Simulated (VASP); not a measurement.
Runs of VASP 6.6.1 on ZrC. The structure is that of space group P4_2/mmc (No. 131), or close to it. The cells are those of the table. 

```csv
task,spin,cell,k mesh,cutoff (eV),gap on the mesh (eV),pressure (GPa),relaxed volume (Å³/atom)
single point,off,"a = 3.274, b = 3.274, c = 6.222 Å, 4 atoms",4 × 4 × 4,520,none,0.0,-
relaxation of cell and atoms,off,"relaxed from a = 3.831, b = 3.831, c = 5.418 Å, 4 atoms",4 × 4 × 4,600,none,0.2,(a)
relaxation of cell and atoms,off,"relaxed from a = 3.274, b = 3.274, c = 6.222 Å, 4 atoms",6 × 6 × 4,600,none,-0.1,16.72
single point,off,"a = 3.286, b = 3.286, c = 6.189 Å, 4 atoms",6 × 6 × 4,520,none,0.1,-
single point,collinear,"a = 3.286, b = 3.286, c = 6.189 Å, 4 atoms",6 × 6 × 4,520,none,0.1,-
```

Alike in all rows: level PBE; potentials or basis VASP PAW PBE potentials, release 64 (Zr_sv, C); smearing gaussian 0.1 eV.

**Question.** Estimate the missing entries.

**Answer.** (a) 16.65.

Caveats: some runs use coarse meshes; the volume moved by over 15 % at a fixed basis, so the end points are rough (at least some runs).

A k mesh can miss the band edges, and the runs leave out spin-orbit coupling on Zr.

A gap of «none» marks levels without a gap at the run's occupations.
